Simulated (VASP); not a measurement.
# Mg3Sb2 (P-3m1) in VASP: further runs

The runs below take Mg3Sb2 through relaxation of cell and atoms, with PBE, PBEsol, LDA.

All numbers are computed with VASP 6.6.1; they aren't measurements. Logs are shortened: lines on timing, memory, paths and dates and some standing lists are left out, and cuts for length are marked.

**1. The cell of the first run**

Symmetry: P-3m1, No. 164, trigonal system. The conventional cell has a = 4.582 Å, b = 4.582 Å, c = 7.244 Å, α = 90.00°, β = 90.00°, γ = 120.00°. Mg (site symmetry 3m) has 4 Sb at 2.82 to 2.86 Å and 6 Mg at 3.25 to 3.77 Å within 3.8 Å. Within 4.1 Å of Mg (site symmetry -3m) lie 6 Sb at 3.15 Å and 6 Mg at 3.77 Å. Sb (site symmetry 3m) has 7 Mg at 2.82 to 3.15 Å within 3.7 Å.

**2. Relaxation of cell and atoms, PBE**

INCAR reads:

```
  PREC = Accurate
  ENCUT = 600
  EDIFF = 1E-7
  ISMEAR = -1
  SIGMA = 0.02
  LREAL = F
  LASPH = T
  NELM = 120
  ALGO = Normal
  ISIF = 3
  LWAVE = F
  LCHARG = F
  GGA = PE
  IBRION = 2
  NSW = 80
  EDIFFG = -0.005
  GGA_COMPAT = F
  NELMIN = 4
```

KPOINTS reads:

```
regular mesh
0
Gamma
  6 6 4
```

POSCAR reads:

```
Mg3Sb2
1.0
    4.5820000000      0.0000000000      0.0000000000
   -2.2910000000      3.9681284001      0.0000000000
    0.0000000000      0.0000000000      7.2440000000
Mg Sb
3 2
Direct
    0.3333333333      0.6666666667      0.6300000000
    0.6666666667      0.3333333333      0.3700000000
    0.0000000000      0.0000000000      0.0000000000
    0.3333333333      0.6666666667      0.2350000000
    0.6666666667      0.3333333333      0.7650000000
```

Potentials or basis: VASP PAW PBE potentials, release 64 (Mg, Sb).

Command:

```sh
cat potpaw_PBE.64/Mg/POTCAR potpaw_PBE.64/Sb/POTCAR > POTCAR
mpirun -np 1 vasp_std > vasp.out
```

OUTCAR:

```text
PREC = Accurate
   ENCUT = 600
   EDIFF = 1E-7
   ISMEAR = -1
   LREAL = F
   LASPH = T
   NELM = 120
   ISIF = 3
   GGA = PE
   IBRION = 2
   NSW = 80
   EDIFFG = -0.005
   NELMIN = 4

 ion  position               nearest neighbor table
   1  0.333  0.667  0.630-   5 2.82   5 2.82   5 2.82   4 2.86   2 3.25   2 3.25   2 3.25
   2  0.667  0.333  0.370-   4 2.82   4 2.82   4 2.82   5 2.86   1 3.25   1 3.25   1 3.25
   3  0.000  0.000  0.000-   4 3.15   5 3.15   4 3.15   5 3.15   5 3.15   4 3.15
   4  0.333  0.667  0.235-   2 2.82   2 2.82   2 2.82   1 2.86   3 3.15   3 3.15   3 3.15
   5  0.667  0.333  0.765-   1 2.82   1 2.82   1 2.82   2 2.86   3 3.15   3 3.15   3 3.15

  LATTYP: Found a hexagonal cell.
 ALAT       =     4.5820000000
 C/A-ratio  =     1.5809690092

  Lattice vectors:

 A1 = (   4.5820000000,   0.0000000000,   0.0000000000)
 A2 = (  -2.2910000000,   3.9681284001,   0.0000000000)
 A3 = (   0.0000000000,   0.0000000000,   7.2440000000)

Analysis of symmetry for initial positions (statically):
=====================================================================
 Subroutine PRICEL returns:
 Original cell was already a primitive cell.

 Routine SETGRP: Setting up the symmetry group for a
 hexagonal supercell.

 Subroutine GETGRP returns: Found 12 space group operations
 (whereof 12 operations were pure point group operations)
 out of a pool of 24 trial point group operations.

The static configuration has the point symmetry D_3d.

Analysis of symmetry for dynamics (positions and initial velocities):
=====================================================================
 Subroutine PRICEL returns:
 Original cell was already a primitive cell.

 Routine SETGRP: Setting up the symmetry group for a
 hexagonal supercell.

 Subroutine GETGRP returns: Found 12 space group operations
 (whereof 12 operations were pure point group operations)
 out of a pool of 24 trial point group operations.

The dynamic configuration has the point symmetry D_3d.

 Subroutine INISYM returns: Found 12 space group operations
 (whereof 12 operations are pure point group operations),
 and found     1 'primitive' translations

----------------------------------------------------------------------------------------

                                     Primitive cell

[... 85 lines left out ...]
 SYSTEM =  unknown system
   PREC   = accura    normal or accurate (medium, high low for compatibility)
   ISTART =      0    job   : 0-new  1-cont  2-samecut
   ICHARG =      2    charge: 1-file 2-atom 10-const
   ISPIN  =      1    spin polarized calculation?
   LNONCOLLINEAR =      F non collinear calculations
   LSORBIT =      F    spin-orbit coupling
   LASPH  =      T    aspherical Exc in radial PAW
   ENCUT  =  600.0 eV  44.10 Ry    6.64 a.u.   9.15  9.15 14.47*2*pi/ulx,y,z
   NELM   =    120;   NELMIN=  4; NELMDL= -5     # of ELM steps
   EDIFF  = 0.1E-06   stopping-criterion for ELM
   LREAL  =      F    real-space projection
   EDIFFG = -.5E-02   stopping-criterion for IOM
   NSW    =     80    number of steps for IOM
   IBRION =      2    ionic relax: 0-MD 1-quasi-New 2-CG
   NFREE  =      1    steps in history (QN), initial steepest desc. (CG)
   ISIF   =      3    stress and relaxation
   ISYM   =      2    0-nonsym 1-usesym 2-fastsym
   POTIM  = 0.5000    time-step for ionic-motion
   TEBEG  =    0.0;   TEEND  =   0.0 temperature during run
   PSTRESS=    0.0 pullay stress
   NELECT =      16.0000    total number of electrons
   NUPDOWN=      -1.0000    fix difference up-down
   EMIN   =  10.00;   EMAX   =-10.00  energy-range for DOS
   EFERMI =   0.00;   METHOD = LEGACY
   ISMEAR =    -1;   SIGMA  =   0.02  broadening in eV -4-tet -1-fermi 0-gaus
   EFERMI_NEDOS =   21; number of points for ismear=-14 and -15
   IALGO  =     38    algorithm
   IMIX   =      4    mixing-type and parameters
     AMIX     =   0.40;   BMIX     =  1.00
     AMIX_MAG =   1.60;   BMIX_MAG =  1.00
  volume/ion in A,a.u.               =      26.34       177.76
  Fermi-wavevector in a.u.,A,eV,Ry     =   0.810790  1.532171  8.944205  0.657381
  Thomas-Fermi vector in A             =   1.920030
   LORBIT       =      0    0 simple, 1 ext, 2 COOP (PROOUT), +10 PAW based schemes
   GGA     = PE    functional components
   LHFCALC =     F    Hartree Fock is set to
   AEXX    =    0.0000 exact exchange contribution
   IVDW    =     0    specifies the selected vdW correction
   LEPSILON=     F    determine dielectric tensor
   LRPA    =     F    only Hartree local field effects (RPA)
 conjugate gradient relaxation of ions
 non-spin polarized calculation
  energy-cutoff  :      600.00
  volume of cell :      131.71
 maximum number of plane-waves:      4414
 NGX is ok and might be reduce to    40
   NGX = 19   NGY = 19   NGZ = 29

--------------------------------------- Ionic step        1  -------------------------------------------

 number of electron      16.0000000 magnetization

 Free energy of the ion-electron system (eV)
  ---------------------------------------------------
  ext. energy  EPLUGINS =         0.00000000
  ---------------------------------------------------
  free energy    TOTEN  =       -14.59523429 eV

  energy without entropy =      -14.59522627  energy(sigma->0) =      -14.59523028

------------------------ aborting loop because EDIFF is reached ----------------------------------------

  FORCE on cell =-STRESS in cart. coord.  units (eV):
  Direction    XX          YY          ZZ          XY          YZ          ZX
  --------------------------------------------------------------------------------------
  -------------------------------------------------------------------------------------
  Total        0.6067184      0.6067184      1.1433318      0.0000000      0.0000000     -0.0000000
  in kB        7.3803766      7.3803766     13.9079659      0.0000000      0.0000000     -0.0000000
  external PRESSURE =       9.5562397 kB  Pullay stress =       0.0000000 kB
[... 299 lines left out ...]
--------------------------------------- Ionic step        9  -------------------------------------------

 number of electron      16.0000000 magnetization

 Free energy of the ion-electron system (eV)
  ---------------------------------------------------
  ext. energy  EPLUGINS =         0.00000000
  ---------------------------------------------------
  free energy    TOTEN  =       -14.63460004 eV

  energy without entropy =      -14.63457551  energy(sigma->0) =      -14.63458778

 E-fermi :   4.4695     XC(G=0):  -8.7359

 val. band max:        4.3675452224   @ k =   0.0000   0.0000   0.0000
 cond. band min:       4.6125496684   @ k =   0.3333   0.3333   0.0000
 fundamental gap:      0.2450044460
 Fermi energy:         4.4695315842

 k-point     1 :       0.0000    0.0000    0.0000
  band No.  band energies     occupation
      1      -5.8806      2.00000
      2      -4.6548      2.00000
      3      -0.5100      2.00000
      4       3.2659      2.00000
      5       3.2659      2.00000
      6       3.9612      2.00000
      7       3.9612      2.00000
      8       4.3675      1.98787
      9       5.3651      0.00000
     10       5.5212      0.00000
     11       7.3754      0.00000
     12       7.3754      0.00000
[... 375 lines left out ...]
  FREE ENERGIE OF THE ION-ELECTRON SYSTEM (eV)
  ---------------------------------------------------
  free  energy   TOTEN  =       -14.6346000436 eV

  energy  without entropy=      -14.6345755142  energy(sigma->0) =      -14.63458778

 reached required accuracy - stopping structural energy minimisation
```

Wall time 8.9 min (1 thread of Intel Xeon 8259CL, shared host); peak memory 0.34 GiB.

Results:

```yaml
Free_energy: -14.6346 eV
Relaxed_volume: 26.60 Å³/atom
Relaxed_cell: a = 4.599 Å, b = 4.599 Å, c = 7.263 Å, α = 90.00°, β = 90.00°, γ = 120.00°
Space_group_after_relaxing_to_0.1_Å: P-3m1 (No. 164)
Energy_gained_by_relaxing: 7.9 meV/atom
Ionic_steps: 9
Pressure_after_relaxing: 0.0 GPa
Largest_force_after_relaxing: 0.004 eV/Å
Band_gap_on_the_k_mesh: 0.24 eV (least direct gap 1.00 eV)
```

Forces in eV/Å, atoms in the order of the input:
```
Mg   0.000  0.000 -0.003
Mg   0.000  0.000  0.003
Mg   0.000  0.000  0.000
Sb   0.000  0.000  0.004
Sb   0.000  0.000 -0.004
```

Step by step:
| step | energy change (eV) | largest force (eV/Å) | pressure (GPa) | volume (Å³) |
| --- | --- | --- | --- | --- |
| 1 | 0.0000 | 0.4947 | 0.96 | 131.71 |
| 2 | -0.0262 | 0.2438 | -0.25 | 134.73 |
| 3 | -0.0271 | 0.1934 | -0.50 | 135.41 |
| 4 | -0.0345 | 0.1244 | -0.25 | 134.32 |
| 5 | -0.0381 | 0.0286 | 0.12 | 132.85 |
| 6 | -0.0393 | 0.0113 | 0.01 | 133.07 |
| 7 | -0.0393 | 0.0135 | -0.03 | 133.15 |
| 8 | -0.0393 | 0.0126 | -0.03 | 133.14 |
| 9 | -0.0394 | 0.0035 | 0.02 | 133.01 |

Final structure:
```
CELL_PARAMETERS angstrom
4.59855 0.00000 0.00000
-2.29927 3.98246 0.00000
0.00000 0.00000 7.26291
ATOMIC_POSITIONS crystal
Mg 0.33333 0.66667 0.63231
Mg 0.66667 0.33333 0.36768
Mg 0.00000 0.00000 0.00000
Sb 0.33333 0.66667 0.22527
Sb 0.66667 0.33333 0.77473
```

Caveat: spin-orbit coupling is left out, which moves the levels of the heavy elements.

**3. Relaxation of cell and atoms, PBEsol**

This run uses another cell than the first one, of 26.60 Å³/atom.

INCAR reads:

```
SYSTEM = Mg3Sb2
  ALGO = Normal
  EDIFF = 1E-7
  EDIFFG = -0.005
  ENCUT = 600
  GGA = PS
  GGA_COMPAT = .FALSE.
  IBRION = 2
  ISIF = 3
  ISMEAR = -1
  LASPH = .TRUE.
  LCHARG = .FALSE.
  LREAL = .FALSE.
  LWAVE = .FALSE.
  NELM = 120
  NELMIN = 4
  NSW = 80
  PREC = Accurate
  SIGMA = 0.02
```

KPOINTS reads:

```
k-points
0
G
  6 6 4
  0 0 0
```

POSCAR reads:

```
Mg3Sb2
1.0
    4.5981739643      0.0000000000      0.0000000000
   -2.2990869822      3.9821354641      0.0000000000
    0.0000000000      0.0000000000      7.2632888034
Mg Sb
3 2
Direct
    0.3333333333      0.6666666667      0.6325117476
    0.6666666667      0.3333333333      0.3674882524
    0.0000000000      0.0000000000      0.0000000000
    0.3333333333      0.6666666667      0.2257132291
    0.6666666667      0.3333333333      0.7742867709
```

Potentials or basis: VASP PAW PBE potentials, release 64 (Mg, Sb).

Command:

```sh
cat potpaw_PBE.64/Mg/POTCAR potpaw_PBE.64/Sb/POTCAR > POTCAR
mpirun -np 1 vasp_std > vasp.out
```

Run time: 5.4 min. Hardware: 1 thread of Intel Xeon 8259CL, shared host; peak memory 0.34 GiB.

Results (log left out):

- Free energy: -16.1482 eV
- Relaxed volume: 25.81 Å³/atom
- Relaxed cell: a = 4.557 Å, b = 4.557 Å, c = 7.176 Å, α = 90.00°, β = 90.00°, γ = 120.00°
- Space group after relaxing (to 0.1 Å): P-3m1 (No. 164)
- Energy gained by relaxing: 3.2 meV/atom
- Ionic steps: 6
- Pressure after relaxing: 0.0 GPa
- Band gap on the k mesh: 0.17 eV (least direct gap 1.08 eV)

The path:
| step | energy change (eV) | largest force (eV/Å) | pressure (GPa) | volume (Å³) |
| --- | --- | --- | --- | --- |
| 1 | 0.0000 | 0.0127 | -1.26 | 132.99 |
| 2 | -0.0149 | 0.0795 | 0.11 | 129.01 |
| 3 | -0.0150 | 0.0746 | 0.01 | 129.28 |
| 4 | -0.0155 | 0.0546 | 0.00 | 129.23 |
| 5 | -0.0160 | 0.0126 | 0.00 | 129.11 |
| 6 | -0.0161 | 0.0020 | 0.00 | 129.07 |

Final structure:
```
CELL_PARAMETERS angstrom
4.55724 0.00000 0.00000
-2.27862 3.94668 0.00000
0.00000 0.00000 7.17615
ATOMIC_POSITIONS crystal
Mg 0.33333 0.66667 0.63272
Mg 0.66667 0.33333 0.36728
Mg 0.00000 0.00000 0.00000
Sb 0.33333 0.66667 0.22379
Sb 0.66667 0.33333 0.77621
```

Levels at points of the mesh, in eV from the valence-band top:
```
           k point  band 6  band 7  band 8  band 9  band 10  band 11
(0.00, 0.00, 0.00)   -0.45   -0.45    0.00    1.08     1.13     2.97
(0.50, 0.00, 0.00)   -2.41   -2.29   -0.95    0.28     1.90     2.08
(0.00, 0.00, 0.50)   -0.83   -0.82   -0.82    1.66     1.82     2.62
(0.50, 0.00, 0.50)   -1.73   -1.70   -1.60    0.44     1.21     1.69
```

Caveat: the PAW data sets were made with another functional, which shifts forces and pressure a little; spin-orbit coupling is left out, which moves the levels of the heavy elements.

**4. Relaxation of cell and atoms, LDA**

This run uses another cell than the first one, of 26.60 Å³/atom.

INCAR reads:

```
SYSTEM = Mg3Sb2
PREC     = Accurate       ! precision mode
ENCUT    = 600            ! plane-wave cutoff, eV
EDIFF    = 1E-7           ! SCF threshold, eV
ISMEAR   = -1             ! smearing method
SIGMA    = 0.02           ! smearing width, eV
LREAL    = .FALSE.        ! projectors in reciprocal space
LASPH    = .TRUE.         ! aspherical terms in the spheres
NELM     = 120            ! most SCF steps
ALGO     = Normal         ! electronic algorithm
ISIF     = 3              ! what is computed and relaxed
LWAVE    = .FALSE.        ! write WAVECAR
LCHARG   = .FALSE.        ! write CHGCAR
IBRION   = 2              ! ionic algorithm
NSW      = 80             ! ionic steps
EDIFFG   = -0.005         ! ionic threshold
GGA_COMPAT= .FALSE.      
NELMIN   = 4
```

KPOINTS reads:

```
regular mesh
0
G
  6 6 4
  0 0 0
```

POSCAR is that of step 3.

Potentials or basis: VASP PAW LDA potentials, release 64 (Mg, Sb).

Command:

```sh
cat potpaw_LDA.64/Mg/POTCAR potpaw_LDA.64/Sb/POTCAR > POTCAR
mpirun -np 1 vasp_std > vasp.out
```

It took 6.1 min on 1 thread of Intel Xeon 8259CL, shared host; peak memory 0.27 GiB.

The run converged. Its results:

- Free energy: -17.0811 eV
- Relaxed volume: 24.93 Å³/atom
- Relaxed cell: a = 4.502 Å, b = 4.502 Å, c = 7.102 Å, α = 90.00°, β = 90.00°, γ = 120.00°
- Space group after relaxing (to 0.1 Å): P-3m1 (No. 164)
- Energy gained by relaxing: 15.4 meV/atom
- Ionic steps: 9
- Pressure after relaxing: 0.0 GPa
- Largest force after relaxing: 0.004 eV/Å
- Band gap on the k mesh: 0.14 eV (least direct gap 1.20 eV)

Forces in eV/Å, atoms in the order of the input:
```
Mg   0.000  0.000 -0.004
Mg   0.000  0.000  0.004
Mg   0.000  0.000  0.000
Sb   0.000  0.000  0.000
Sb   0.000  0.000  0.000
```

The path:
| step | energy change (eV) | largest force (eV/Å) | pressure (GPa) | volume (Å³) |
| --- | --- | --- | --- | --- |
| 1 | 0.0000 | 0.0735 | -2.82 | 132.99 |
| 2 | -0.0746 | 0.1077 | 0.30 | 124.18 |
| 3 | -0.0753 | 0.0906 | -0.01 | 124.92 |
| 4 | -0.0753 | 0.0869 | -0.07 | 125.07 |
| 5 | -0.0760 | 0.0619 | -0.07 | 124.99 |
| 6 | -0.0767 | 0.0083 | -0.06 | 124.78 |
| 7 | -0.0767 | 0.0050 | 0.04 | 124.55 |
| 8 | -0.0768 | 0.0062 | 0.01 | 124.63 |
| 9 | -0.0768 | 0.0038 | 0.00 | 124.64 |

Final structure:
```yaml
crystal:
  lattice:
    - [4.50161, 0.00000, 0.00000]
    - [-2.25080, 3.89851, 0.00000]
    - [0.00000, 0.00000, 7.10226]
  atoms:
    - { symbol: Mg, position: [0.33333, 0.66667, 0.63247] }
    - { symbol: Mg, position: [0.66667, 0.33333, 0.36753] }
    - { symbol: Mg, position: [0.00000, 0.00000, 0.00000] }
    - { symbol: Sb, position: [0.33333, 0.66667, 0.22403] }
    - { symbol: Sb, position: [0.66667, 0.33333, 0.77597] }
```

Levels at points of the mesh, in eV from the valence-band top:
| k point | band 6 | band 7 | band 8 | band 9 | band 10 | band 11 |
| --- | --- | --- | --- | --- | --- | --- |
| (0.00, 0.00, 0.00) | -0.45 | -0.45 | 0.00 | 1.20 | 1.21 | 3.01 |
| (0.50, 0.00, 0.00) | -2.47 | -2.36 | -0.97 | 0.27 | 1.96 | 2.10 |
| (0.00, 0.00, 0.50) | -0.85 | -0.83 | -0.83 | 1.74 | 1.90 | 2.65 |
| (0.50, 0.00, 0.50) | -1.77 | -1.74 | -1.65 | 0.44 | 1.23 | 1.69 |

Caveat: spin-orbit coupling is left out, which moves the levels of the heavy elements. LDA usually gives volumes a few per cent too small.

**5. Summary**

| level | potentials or basis | cell | gap on the mesh (eV) | pressure (GPa) | relaxed volume (Å³/atom) |
| --- | --- | --- | --- | --- | --- |
| PBE | VASP PAW PBE potentials, release 64 (Mg, Sb) | relaxed from a = 4.582, b = 4.582, c = 7.244 Å, angles 90.0, 90.0, 120.0°, 5 atoms, atomic positions A | 0.24 | 0.0 | 26.60 |
| PBEsol | VASP PAW PBE potentials, release 64 (Mg, Sb) | relaxed from a = 4.598, b = 4.598, c = 7.263 Å, angles 90.0, 90.0, 120.0°, 5 atoms, atomic positions B | 0.17 | 0.0 | 25.81 |
| LDA | VASP PAW LDA potentials, release 64 (Mg, Sb) | relaxed from a = 4.598, b = 4.598, c = 7.263 Å, angles 90.0, 90.0, 120.0°, 5 atoms, atomic positions B | 0.14 | 0.0 | 24.93 |

Alike in all rows: task relaxation of cell and atoms; no spin polarisation; k mesh 6 × 6 × 4; cutoff (eV) 600; smearing fermi-dirac 0.02 eV.

Caveats: spin-orbit coupling is left out, which moves the levels of the heavy elements; the PAW data sets were made with another functional, which shifts forces and pressure a little (at least some runs).

Total energies depend on the potentials used, so only differences within one code and one set of settings carry meaning.
